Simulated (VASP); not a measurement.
# HfB2 (P-1) in VASP: a series of runs, part 2 of 3

VASP 6.6.1. Earlier steps stand in the parts before.

## (4) Single point, PBE (equal xy, yz and zx shear strains of +1 %)

The input, INCAR:

```
PREC = Accurate
ENCUT = 520
EDIFF = 1E-6
ISMEAR = -1
SIGMA = 0.05
LREAL = False
LASPH = True
NELM = 80
ALGO = Normal
ISIF = 2
LWAVE = False
LCHARG = False
GGA = PE
NBANDS = 15
```

The input, KPOINTS:

```
Automatic mesh
0
Gamma
  13 13 11
```

The input, POSCAR:

```
HfB2
1.0
    3.1400001005      0.0157000005      0.0157000005
   -1.5564034510      2.7114698546      0.0057465990
    0.0174000000      0.0174000000      3.4800000000
Hf B
1 2
Direct
    0.0000000000      0.0000000000      0.0000000000
    0.3333333333      0.6666666667      0.5000000000
    0.6666666667      0.3333333333      0.5000000000
```

Potentials or basis: VASP PAW PBE potentials, release 64 (Hf_pv, B).

Command:

```console
cat potpaw_PBE.64/Hf_pv/POTCAR potpaw_PBE.64/B/POTCAR > POTCAR
mpirun -np 1 vasp_std > vasp.out
```

OUTCAR:

```text
PREC = Accurate
   ENCUT = 520
   EDIFF = 1E-6
   ISMEAR = -1
   LREAL = False
   LASPH = True
   NELM = 80
   ISIF = 2
   GGA = PE

 ion  position               nearest neighbor table
   1  0.000  0.000  0.000-   2 2.50   3 2.50   3 2.50   2 2.50   3 2.50   2 2.50   2 2.51   3 2.51
                             3 2.53   2 2.53   3 2.54   2 2.54
   2  0.333  0.667  0.500-   3 1.81   3 1.81   3 1.82   1 2.50   1 2.50   1 2.50   1 2.51   1 2.53
                             1 2.54
   3  0.667  0.333  0.500-   2 1.81   2 1.81   2 1.82   1 2.50   1 2.50   1 2.50   1 2.51   1 2.53
                             1 2.54

[... 627 lines left out ...]

 [... further k-points ...]
[... 5 lines left out ...]
  --------------------------------------------------------------------------------------
  -------------------------------------------------------------------------------------
  Total        0.1790394      0.1797750      0.2366204     -0.5013899     -0.4888841     -0.4890287
  in kB        9.6543386      9.6940010     12.7592755    -27.0364365    -26.3620857    -26.3698844
  external PRESSURE =      10.7025384 kB  Pullay stress =       0.0000000 kB

 VOLUME and BASIS-vectors are now :
 -----------------------------------------------------------------------------
  energy-cutoff  :      520.00
  volume of cell :       29.71
      direct lattice vectors                 reciprocal lattice vectors
     3.140000101  0.015700000  0.015700000     0.317572353  0.182294141 -0.002499332
    -1.556403451  2.711469855  0.005746599    -0.001829638  0.367757310 -0.001829638
     0.017400000  0.017400000  3.480000000    -0.001429705 -0.001429705  0.287370619

 POSITION                                       TOTAL-FORCE (eV/Angst)
 -----------------------------------------------------------------------------------
      0.00000      0.00000      0.00000        -0.000000      0.000000      0.000000
      0.01776      1.82158      1.74906         0.011244      0.001463     -0.001561
      1.58323      0.92299      1.75238        -0.011244     -0.001463      0.001561
 -----------------------------------------------------------------------------------
    total drift:                               -0.000000      0.000000      0.000000

  FREE ENERGIE OF THE ION-ELECTRON SYSTEM (eV)
  ---------------------------------------------------
  free  energy   TOTEN  =       -26.3948062547 eV

  energy  without entropy=      -26.3930396112  energy(sigma->0) =      -26.39392293
```

OSZICAR:

```text
N       E                     dE             d eps       ncg     rms          rms(c)
DAV:   1     0.282684991038E+02    0.28268E+02   -0.80186E+03 27908   0.101E+03
DAV:   2    -0.272704408406E+02   -0.55539E+02   -0.52024E+02 36923   0.219E+02
DAV:   3    -0.287671089709E+02   -0.14967E+01   -0.14903E+01 36825   0.265E+01
DAV:   4    -0.287732192985E+02   -0.61103E-02   -0.61090E-02 32625   0.208E+00
DAV:   5    -0.287732559447E+02   -0.36646E-04   -0.36644E-04 36748   0.141E-01    0.525E+01
DAV:   6    -0.265102265916E+02    0.22630E+01   -0.27883E+00 34613   0.120E+01    0.385E+01
DAV:   7    -0.264610838558E+02    0.49143E-01   -0.94971E-01 36405   0.710E+00    0.117E+01
DAV:   8    -0.263992947585E+02    0.61789E-01   -0.23682E-01 33376   0.369E+00    0.163E+00
DAV:   9    -0.263949876665E+02    0.43071E-02   -0.19394E-02 33332   0.113E+00    0.381E-01
DAV:  10    -0.263948005001E+02    0.18717E-03   -0.78913E-04 35950   0.235E-01    0.257E-01
DAV:  11    -0.263948085751E+02   -0.80750E-05   -0.52468E-05 34060   0.547E-02    0.936E-02
DAV:  12    -0.263948061646E+02    0.24105E-05   -0.30551E-06 33710   0.126E-02    0.114E-02
DAV:  13    -0.263948062547E+02   -0.90100E-07   -0.20252E-07 16645   0.377E-03
   1 F= -.26394806E+02 E0= -.26393923E+02  d E =-.176664E-02
```

stdout:

```text
POSCAR found type information on POSCAR HfB
 POSCAR found :  2 types and       3 ions
 scaLAPACK will be used
 LDA part: xc-table for (Slater+PW92), standard interpolation
 POSCAR, INCAR and KPOINTS ok, starting setup
 FFT: planning ... GRIDC
 FFT: planning ... GRID_SOFT
 FFT: planning ... GRID
 WAVECAR not read
 entering main loop
```

It took 7.3 min on 1 thread of Intel Xeon 8259CL, shared host; peak memory 0.5 GiB.

What came out:

```
Free energy            : -26.3948 eV
Pressure               : 1.1 GPa
Largest force          : 0.011 eV/Å
Band gap on the k mesh : zero (bands 8 and 9 overlap by 1.01 eV)
```

Forces in eV/Å, atoms in the order of the input:
```
Hf   0.000  0.000  0.000
B    0.011  0.001 -0.002
B   -0.011 -0.001  0.002
```

Levels at points of the mesh, in eV from the Fermi level:
| k point | band 5 | band 6 | band 7 | band 8 | band 9 | band 10 | band 11 | band 12 |
| --- | --- | --- | --- | --- | --- | --- | --- | --- |
| (0.00, 0.00, 0.00) | -3.10 | -3.03 | -2.93 | -2.86 | 3.89 | 3.94 | 4.54 | 4.65 |

Caveat: the cell differs from its parent crystal (equal xy, yz and zx shear strains of +1 %); spin-orbit coupling is left out, which moves the levels of the heavy elements.

## (5) Single point, PBE (equal xy, yz and zx shear strains of -1 %)

The input, INCAR:

```
SYSTEM = HfB2
ALGO = Normal
EDIFF = 1E-6
ENCUT = 520
GGA = PE
ISIF = 2
ISMEAR = -1
LASPH = .TRUE.
LCHARG = .FALSE.
LREAL = .FALSE.
LWAVE = .FALSE.
NBANDS = 15
NELM = 100
PREC = Accurate
SIGMA = 0.05
```

The input, KPOINTS:

```
k-points
0
G
  13 13 11
  0 0 0
```

The input, POSCAR:

```
HfB2
1.0
    3.1400001005     -0.0157000005     -0.0157000005
   -1.5835966496      2.7271698552     -0.0057465990
   -0.0174000000     -0.0174000000      3.4800000000
Hf B
1 2
Direct
    0.0000000000      0.0000000000      0.0000000000
    0.3333333333      0.6666666667      0.5000000000
    0.6666666667      0.3333333333      0.5000000000
```

Potentials or basis: VASP PAW PBE potentials, release 64 (Hf_pv, B).

Command:

```console
cat potpaw_PBE.64/Hf_pv/POTCAR potpaw_PBE.64/B/POTCAR > POTCAR
mpirun -np 1 vasp_std > vasp.out
```

OUTCAR:

```text
SYSTEM = HfB2
   EDIFF = 1E-6
   ENCUT = 520
   GGA = PE
   ISIF = 2
   ISMEAR = -1
   LASPH = .TRUE.
   LREAL = .FALSE.
   NELM = 100
   PREC = Accurate

 ion  position               nearest neighbor table
   1  0.000  0.000  0.000-   3 2.49   2 2.49   3 2.50   2 2.50   2 2.51   3 2.51   2 2.52   3 2.52
                             2 2.52   3 2.52   3 2.53   2 2.53
   2  0.333  0.667  0.500-   3 1.81   3 1.81   3 1.82   1 2.49   1 2.50   1 2.51   1 2.52   1 2.52
                             1 2.53
   3  0.667  0.333  0.500-   2 1.81   2 1.81   2 1.82   1 2.49   1 2.50   1 2.51   1 2.52   1 2.52
                             1 2.53

  LATTYP: Found a triclinic cell.
 ALAT       =     3.1264869153
 B/A-ratio  =     1.7320508076
 C/A-ratio  =     2.3076007345
 COS(alpha) =     0.0022408348
 COS(beta)  =     0.4437274568
 COS(gamma) =     0.8635100504

  Lattice vectors:

 A1 = (   1.5564034509,   2.7114698547,  -0.0214465995)
 A2 = (   4.6964035514,   2.6957698542,  -0.0371466000)
 A3 = (  -3.1497932992,   5.4717397104,  -3.4914931980)

Analysis of symmetry for initial positions (statically):
=====================================================================
 Subroutine PRICEL returns:
 Original cell was already a primitive cell.

 Routine SETGRP: Setting up the symmetry group for a
 triclinic supercell.

 Subroutine GETGRP returns: Found  2 space group operations
 (whereof  2 operations were pure point group operations)
 out of a pool of  2 trial point group operations.

The static configuration has the point symmetry S_2 .

Analysis of symmetry for dynamics (positions and initial velocities):
=====================================================================
 Subroutine PRICEL returns:
 Original cell was already a primitive cell.

 Routine SETGRP: Setting up the symmetry group for a
 triclinic supercell.

 Subroutine GETGRP returns: Found  2 space group operations
 (whereof  2 operations were pure point group operations)
 out of a pool of  2 trial point group operations.

The dynamic configuration has the point symmetry S_2 .

 Subroutine INISYM returns: Found  2 space group operations
 (whereof  2 operations are pure point group operations),
 and found     1 'primitive' translations
[... 124 lines left out ...]
   AEXX    =    0.0000 exact exchange contribution
   IVDW    =     0    specifies the selected vdW correction
   LEPSILON=     F    determine dielectric tensor
   LRPA    =     F    only Hartree local field effects (RPA)
 non-spin polarized calculation
  energy-cutoff  :      520.00
  volume of cell :       29.71
 maximum number of plane-waves:       816
   NGX = 11   NGY = 11   NGZ = 13

 number of electron      15.9999998 magnetization

 Free energy of the ion-electron system (eV)
  ---------------------------------------------------
  ext. energy  EPLUGINS =         0.00000000
  ---------------------------------------------------
  free energy    TOTEN  =       -26.39463945 eV

  energy without entropy =      -26.39287571  energy(sigma->0) =      -26.39375758

 E-fermi :   7.7558     XC(G=0): -12.5968

 val. band max:        7.7472950906   @ k =  -0.0769   0.0000   0.2727
 cond. band min:       7.7631425298   @ k =  -0.1538   0.4615   0.0000
 fundamental gap:      0.0158474393
 Fermi energy:         7.7557506129

 k-point     1 :       0.0000    0.0000    0.0000
  band No.  band energies     occupation
      1     -22.9624      2.00000
      2     -22.4746      2.00000
      3     -22.4550      2.00000
      4      -6.0833      2.00000
      5       4.6586      2.00000
      6       4.7268      2.00000
      7       4.8287      2.00000
      8       4.8911      2.00000
      9      11.6519      0.00000
     10      11.6958      0.00000
     11      12.3069      0.00000
     12      12.3867      0.00000
     13      12.5250      0.00000
     14      12.6638      0.00000
[... 401 lines left out ...]
      2     -22.8591      2.00000
      3     -22.6633      2.00000
      4      -3.8912      2.00000
      5       1.2481      2.00000
      6       3.0054      2.00000
      7       3.9367      2.00000
      8       6.6527      2.00000
      9       8.6017      0.00000
     10       9.1609      0.00000
     11      12.9317      0.00000
     12      13.7126      0.00000
     13      14.4504      0.00000
     14      15.3747      0.00000
     15      17.1329      0.00000

 [... further k-points ...]
[... 5 lines left out ...]
  --------------------------------------------------------------------------------------
  -------------------------------------------------------------------------------------
  Total        0.1793279      0.1794903      0.2371393      0.5131488      0.5005286      0.5006731
  in kB        9.6698968      9.6786544     12.7872624     27.6705266     26.9900036     26.9977954
  external PRESSURE =      10.7119379 kB  Pullay stress =       0.0000000 kB

 VOLUME and BASIS-vectors are now :
 -----------------------------------------------------------------------------
  energy-cutoff  :      520.00
  volume of cell :       29.71
      direct lattice vectors                 reciprocal lattice vectors
     3.140000101 -0.015700000 -0.015700000     0.319411346  0.185479186  0.002524453
    -1.583596650  2.727169855 -0.005746599     0.001848028  0.367757493  0.001848028
    -0.017400000 -0.017400000  3.480000000     0.001444074  0.001444074  0.287370763

 POSITION                                       TOTAL-FORCE (eV/Angst)
 -----------------------------------------------------------------------------------
      0.00000      0.00000      0.00000        -0.000000      0.000000      0.000000
     -0.01776      1.80418      1.73094        -0.013891      0.001417     -0.001807
      1.55677      0.88989      1.72762         0.013891     -0.001417      0.001807
 -----------------------------------------------------------------------------------
    total drift:                               -0.000000      0.000000      0.000000

  FREE ENERGIE OF THE ION-ELECTRON SYSTEM (eV)
  ---------------------------------------------------
  free  energy   TOTEN  =       -26.3946394508 eV

  energy  without entropy=      -26.3928757055  energy(sigma->0) =      -26.39375758
```

OSZICAR:

```text
N       E                     dE             d eps       ncg     rms          rms(c)
DAV:   1     0.287697746374E+02    0.28770E+02   -0.80512E+03 27924   0.101E+03
DAV:   2    -0.272298784185E+02   -0.56000E+02   -0.52393E+02 36981   0.220E+02
DAV:   3    -0.287667915366E+02   -0.15369E+01   -0.15301E+01 36909   0.267E+01
DAV:   4    -0.287730421105E+02   -0.62506E-02   -0.62493E-02 32702   0.210E+00
DAV:   5    -0.287730791748E+02   -0.37064E-04   -0.37064E-04 36713   0.143E-01    0.525E+01
DAV:   6    -0.265100836795E+02    0.22630E+01   -0.27899E+00 34606   0.120E+01    0.385E+01
DAV:   7    -0.264609270335E+02    0.49157E-01   -0.95008E-01 36363   0.710E+00    0.117E+01
DAV:   8    -0.263991350072E+02    0.61792E-01   -0.23672E-01 33397   0.369E+00    0.163E+00
DAV:   9    -0.263948196844E+02    0.43153E-02   -0.19412E-02 33325   0.113E+00    0.380E-01
DAV:  10    -0.263946337190E+02    0.18597E-03   -0.79355E-04 36097   0.235E-01    0.258E-01
DAV:  11    -0.263946417876E+02   -0.80685E-05   -0.52651E-05 33899   0.548E-02    0.942E-02
DAV:  12    -0.263946393571E+02    0.24305E-05   -0.30830E-06 33724   0.127E-02    0.117E-02
DAV:  13    -0.263946394508E+02   -0.93673E-07   -0.20316E-07 16764   0.378E-03
   1 F= -.26394639E+02 E0= -.26393758E+02  d E =-.176375E-02
```

stdout:

```text
POSCAR found type information on POSCAR HfB
 POSCAR found :  2 types and       3 ions
 scaLAPACK will be used
 LDA part: xc-table for (Slater+PW92), standard interpolation
 POSCAR, INCAR and KPOINTS ok, starting setup
 FFT: planning ... GRIDC
 FFT: planning ... GRID_SOFT
 FFT: planning ... GRID
 WAVECAR not read
 entering main loop
```

Wall time 1.8 min (1 thread of Intel Xeon 6975P-C (Granite Rapids), shared host); peak memory 0.49 GiB.

What came out:

| Property | Result |
| --- | --- |
| Free energy | -26.3946 eV |
| Pressure | 1.1 GPa |
| Largest force | 0.014 eV/Å |
| Band gap on the k mesh | zero (bands 8 and 9 overlap by 1.03 eV) |

Forces on the atoms (eV/Å):
```
Hf   0.000  0.000  0.000
B   -0.014  0.001 -0.002
B    0.014 -0.001  0.002
```

Caveat: the cell differs from its parent crystal (equal xy, yz and zx shear strains of -1 %); spin-orbit coupling is left out, which moves the levels of the heavy elements.

(Continued in part 3 of 3.)

The gap in the log of VASP goes by the Fermi energy; the results here count the filled bands.